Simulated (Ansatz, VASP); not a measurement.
**Ca3W: VASP beside Ansatz**

```xyz
4
Lattice="-2.4886 2.4886 4.5252 2.4886 -2.4886 4.5252 2.4886 2.4886 -4.5252" Properties=species:S:1:pos:R:3 pbc="T T T"
Ca    0.0000    0.0000    4.5252
Ca    2.4886    0.0000    2.2626
Ca    0.0000    2.4886    2.2626
W     0.0000    0.0000    0.0000
```

Alike in both runs: functional PBE; k mesh 14 × 14 × 14; occupations gaussian, width 0.1 eV; no spin polarisation.

Ansatz relaxed the structure, and its values are those at the end. VASP's run is a single point on that final structure, the one shown.

|  | VASP | Ansatz |
| --- | --- | --- |
| version | VASP 6.6.1 | Ansatz 0.2.0 |
| potentials or method | VASP PAW PBE potentials, release 64 (Ca_sv, W_sv), cutoff 520 eV | scalar-relativistic, plane waves, PAW |
| valence electrons in the cell | 44 | 44 |

```tsv
	VASP	Ansatz	Ansatz less VASP
gap on the k mesh at the Fermi level (eV)	none	none	-
pressure (GPa)	0.1	0.0	-0.04
```

A gap of «none» marks a metal or a gap that the smearing closes.

Neither program's run includes spin-orbit coupling.
